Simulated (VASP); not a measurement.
A run of VASP 6.6.1 is set up as follows.

INCAR

```
SYSTEM = Cu
PREC = Accurate ; ENCUT = 520
EDIFF = 1E-6 ; ISMEAR = -1
SIGMA = 0.15 ; LREAL = .FALSE.
LASPH = .TRUE. ; NELM = 60
ALGO = Normal ; ISIF = 2
LWAVE = .FALSE. ; LCHARG = .FALSE.
NBANDS = 18
```

Contents of KPOINTS:

```
Automatic mesh
0
G
  12 12 12
  0 0 0
```

POSCAR

```
Cu
1.0
    1.1964054905     -3.9043914893      0.0000000000
    1.1964054905      3.9043914893      0.0000000000
    0.0000000000      0.0000000000      2.4306807638
Cu
2
Direct
    0.1338670000      0.8661330000      0.2500000000
    0.8661330000      0.1338670000      0.7500000000
```

Potentials or basis: VASP PAW LDA potentials, release 64 (Cu).

Launch:

```sh
$ cat potpaw_LDA.64/Cu/POTCAR > POTCAR
$ mpirun -np 1 vasp_std > vasp.out
```

Q: Estimate the pressure.

A: 1.9 GPa.

Q: Predict the band gap on the k mesh.

A: Zero (bands 11 and 12 overlap by 5.73 eV).

Q: What does it give for the largest force?

A: 0.029 eV/Å.

Forces on the atoms (eV/Å):
```
Cu   0.000  0.029  0.000
Cu   0.000 -0.029  0.000
```
